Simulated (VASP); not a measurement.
# NaPr (P4/mmm) in VASP: single point with PBE

Aim: the single point of NaPr with PBE.

Program: VASP 6.6.1. These are calculated values, not measurements. Logs are shortened: lines on timing, memory, paths and dates and some standing lists are left out, and cuts for length are marked.

### 1 The cell of the first run

It takes space group P4/mmm (No. 123, tetragonal). The conventional cell has a = 3.445 Å, b = 3.445 Å, c = 6.031 Å, α = 90.00°, β = 90.00°, γ = 90.00°. Within 4.5 Å of Na (site symmetry 4/mmm) lie 4 Na at 3.45 Å and 8 Pr at 3.88 Å. Within 4.5 Å of Pr (site symmetry 4/mmm) lie 4 Pr at 3.45 Å and 8 Na at 3.88 Å.

### 2 Single point, PBE

Contents of POSCAR:

```
NaPr
1.0
    3.4450638541      0.0000000000      0.0000000000
    0.0000000000      3.4450638541      0.0000000000
    0.0000000000      0.0000000000      6.0307266662
Na Pr
1 1
Direct
    0.0000000000      0.0000000000      0.0000000000
    0.5000000000      0.5000000000      0.5000000000
```

Contents of INCAR.step1:

```
PREC     = Accurate       # precision mode
ENCUT    = 400            # plane-wave cutoff, eV
EDIFF    = 1E-6           # SCF threshold, eV
ISMEAR   = 0              # smearing method
SIGMA    = 0.1            # smearing width, eV
LREAL    = False          # projectors in reciprocal space
LASPH    = True           # aspherical terms in the spheres
NELM     = 200            # most SCF steps
ALGO     = Normal         # electronic algorithm
ISIF     = 2              # what is computed and relaxed
LWAVE    = False          # write WAVECAR
LCHARG   = True           # write CHGCAR
LMAXMIX  = 6              # l up to which the mixer works
GGA      = PE             # functional
NBANDS   = 16             # bands
GGA_COMPAT= False        
NEDOS    = 2001           # points of the DOS
LORBIT   = 11             # projections on sites
```

Contents of KPOINTS.step1:

```
Automatic mesh
0
Gamma
  16 16 10
```

Contents of INCAR.step2:

```
PREC     = Accurate       # precision mode
ENCUT    = 400            # plane-wave cutoff, eV
EDIFF    = 1E-6           # SCF threshold, eV
ISMEAR   = -5             # smearing method
SIGMA    = 0.1            # smearing width, eV
LREAL    = False          # projectors in reciprocal space
LASPH    = True           # aspherical terms in the spheres
NELM     = 200            # most SCF steps
ALGO     = Normal         # electronic algorithm
ISIF     = 2              # what is computed and relaxed
LWAVE    = False          # write WAVECAR
LCHARG   = False          # write CHGCAR
LMAXMIX  = 6              # l up to which the mixer works
GGA      = PE             # functional
LORBIT   = 11             # projections on sites
NEDOS    = 2001           # points of the DOS
ICHARG   = 11             # starting density
GGA_COMPAT= False
```

Contents of KPOINTS.step2:

```
Automatic mesh
0
Gamma
  24 24 15
```

Potentials or basis: VASP PAW PBE potentials, release 64 (Na_pv, Pr_3), 4f in core.

Launch:

```
> cat potpaw_PBE.64/Na_pv/POTCAR potpaw_PBE.64/Pr_3/POTCAR > POTCAR
> cp INCAR.step1 INCAR
> cp KPOINTS.step1 KPOINTS
> mpirun -np 1 vasp_std > vasp.out
> cp INCAR.step2 INCAR
> cp KPOINTS.step2 KPOINTS
> mpirun -np 1 vasp_std > vasp.out
```

OUTCAR:

```text
PREC = Accurate
   ENCUT = 400
   EDIFF = 1E-6
   ISMEAR = -5
   LREAL = False
   LASPH = True
   NELM = 200
   ISIF = 2
   GGA = PE
   LORBIT = 11
   ICHARG = 11

 ion  position               nearest neighbor table
   1  0.000  0.000  0.000-
   2  0.500  0.500  0.500-

  LATTYP: Found a simple tetragonal cell.
 ALAT       =     3.4450638541
 C/A-ratio  =     1.7505413315

  Lattice vectors:

 A1 = (   3.4450638541,   0.0000000000,   0.0000000000)
 A2 = (   0.0000000000,   3.4450638541,   0.0000000000)
 A3 = (   0.0000000000,   0.0000000000,   6.0307266662)

Analysis of symmetry for initial positions (statically):
=====================================================================
 Subroutine PRICEL returns:
 Original cell was already a primitive cell.

 Routine SETGRP: Setting up the symmetry group for a
 simple tetragonal supercell.

 Subroutine GETGRP returns: Found 16 space group operations
 (whereof 16 operations were pure point group operations)
 out of a pool of 16 trial point group operations.

The static configuration has the point symmetry D_4h.

Analysis of symmetry for dynamics (positions and initial velocities):
=====================================================================
 Subroutine PRICEL returns:
 Original cell was already a primitive cell.

 Routine SETGRP: Setting up the symmetry group for a
 simple tetragonal supercell.

 Subroutine GETGRP returns: Found 16 space group operations
 (whereof 16 operations were pure point group operations)
 out of a pool of 16 trial point group operations.

The dynamic configuration has the point symmetry D_4h.

 Subroutine INISYM returns: Found 16 space group operations
 (whereof 16 operations are pure point group operations),
 and found     1 'primitive' translations

----------------------------------------------------------------------------------------

                                     Primitive cell

  volume of cell :      71.5755

  direct lattice vectors                    reciprocal lattice vectors
     3.445063854  0.000000000  0.000000000     0.290270382  0.000000000  0.000000000
     0.000000000  3.445063854  0.000000000     0.000000000  0.290270382  0.000000000
     0.000000000  0.000000000  6.030726666     0.000000000  0.000000000  0.165817497

[... 98 lines left out ...]
   EMIN   =  10.00;   EMAX   =-10.00  energy-range for DOS
   EFERMI =   0.00;   METHOD = LEGACY
   ISMEAR =    -5;   SIGMA  =   0.10  broadening in eV -4-tet -1-fermi 0-gaus
   EFERMI_NEDOS =   21; number of points for ismear=-14 and -15
   IALGO  =     38    algorithm
   IMIX   =      4    mixing-type and parameters
     AMIX     =   0.40;   BMIX     =  1.00
     AMIX_MAG =   1.60;   BMIX_MAG =  1.00
  volume/ion in A,a.u.               =      35.79       241.51
  Fermi-wavevector in a.u.,A,eV,Ry     =   1.033342  1.952734 14.528255  1.067797
  Thomas-Fermi vector in A             =   2.167584
   LORBIT       =     11    0 simple, 1 ext, 2 COOP (PROOUT), +10 PAW based schemes
   GGA     = PE    functional components
   LHFCALC =     F    Hartree Fock is set to
   AEXX    =    0.0000 exact exchange contribution
   IVDW    =     0    specifies the selected vdW correction
   LEPSILON=     F    determine dielectric tensor
   LRPA    =     F    only Hartree local field effects (RPA)
 non-spin polarized calculation
 Fermi weights with tetrahedron method with Bloechl corrections
  energy-cutoff  :      400.00
  volume of cell :       71.58
 maximum number of plane-waves:      1318
 NGX is ok and might be reduce to    24

 number of electron      17.9999993 magnetization

 Free energy of the ion-electron system (eV)
  ---------------------------------------------------
  ext. energy  EPLUGINS =         0.00000000
  ---------------------------------------------------
  free energy    TOTEN  =        -5.52065524 eV

  energy without entropy =       -5.52065524  energy(sigma->0) =       -5.52065524

 E-fermi :   1.9197     XC(G=0):  -8.1867

 val. band max:        1.9605339182   @ k =   0.4583   0.1667   0.3333
 cond. band min:       1.8838807512   @ k =   0.5000   0.1667   0.0000
 fundamental gap:     -0.0766531670
 Fermi energy:         1.9196676993

 k-point     1 :       0.0000    0.0000    0.0000
  band No.  band energies     occupation
      1     -34.8378      2.00000
      2     -22.2735      2.00000
      3     -22.2735      2.00000
      4     -22.2525      2.00000
      5     -16.8930      2.00000
      6     -16.2051      2.00000
      7     -16.2051      2.00000
      8      -1.5780      2.00000
      9       0.8446      2.00000
     10       1.2763      2.00000
     11       3.1044      0.00000
     12       5.5066      0.00000
     13       5.5066      0.00000
[... 354 lines left out ...]
  band No.  band energies     occupation
      1     -34.7356      2.00000
      2     -22.3173      2.00000
      3     -22.2705      2.00000
      4     -22.2466      2.00000
      5     -17.2413      2.00000
      6     -16.7621      2.00000
      7     -16.1260      2.00000
      8       0.9283      2.00000
      9       1.2538      2.00000
     10       2.0957      0.00000
     11       2.5260      0.00000
     12       4.5964      0.00000
     13       5.6479      0.00000

 [... further k-points ...]

------------------------ aborting loop because EDIFF is reached ----------------------------------------

  FORCE on cell =-STRESS in cart. coord.  units (eV):
  Direction    XX          YY          ZZ          XY          YZ          ZX
  --------------------------------------------------------------------------------------
  -------------------------------------------------------------------------------------
  Total       -0.0562204     -0.0562204      0.0319850      0.0000000      0.0000000      0.0000000
  in kB       -1.2584628     -1.2584628      0.7159658      0.0000000      0.0000000      0.0000000
  external PRESSURE =      -0.6003199 kB  Pullay stress =       0.0000000 kB

 VOLUME and BASIS-vectors are now :
 -----------------------------------------------------------------------------
  energy-cutoff  :      400.00
  volume of cell :       71.58
      direct lattice vectors                 reciprocal lattice vectors
     3.445063854  0.000000000  0.000000000     0.290270382  0.000000000  0.000000000
     0.000000000  3.445063854  0.000000000     0.000000000  0.290270382  0.000000000
     0.000000000  0.000000000  6.030726666     0.000000000  0.000000000  0.165817497

 POSITION                                       TOTAL-FORCE (eV/Angst)
 -----------------------------------------------------------------------------------
      0.00000      0.00000      0.00000         0.000000      0.000000      0.000000
      1.72253      1.72253      3.01536         0.000000      0.000000      0.000000
 -----------------------------------------------------------------------------------
    total drift:                                0.000000      0.000000     -0.000000

  FREE ENERGIE OF THE ION-ELECTRON SYSTEM (eV)
  ---------------------------------------------------
  free  energy   TOTEN  =        -5.5206552404 eV

  energy  without entropy=       -5.5206552404  energy(sigma->0) =       -5.52065524

 total charge

# of ion       s       p       d       tot
------------------------------------------
    1        0.114   5.973   0.000   6.088
    2        2.125   5.706   0.923   8.754
--------------------------------------------------
tot          2.240  11.679   0.923  14.842
```

Run time: 4.2 min. Hardware: 1 thread of AMD EPYC 9R14 (Zen 4), shared host; peak memory 0.55 GiB.

What came out:

| Item | Value |
| --- | --- |
| Valence electrons inside the program's atomic spheres | Na 6.09; Pr 8.75 |

Caveat: spin-orbit coupling is left out, which moves the levels of the heavy elements; the 4f electrons are frozen in the core, so they carry no moment and show no levels; tetrahedron occupations give inexact forces and stress in metals. Spin polarisation is off, so any magnetic state and its effect on volume and gap are missing.
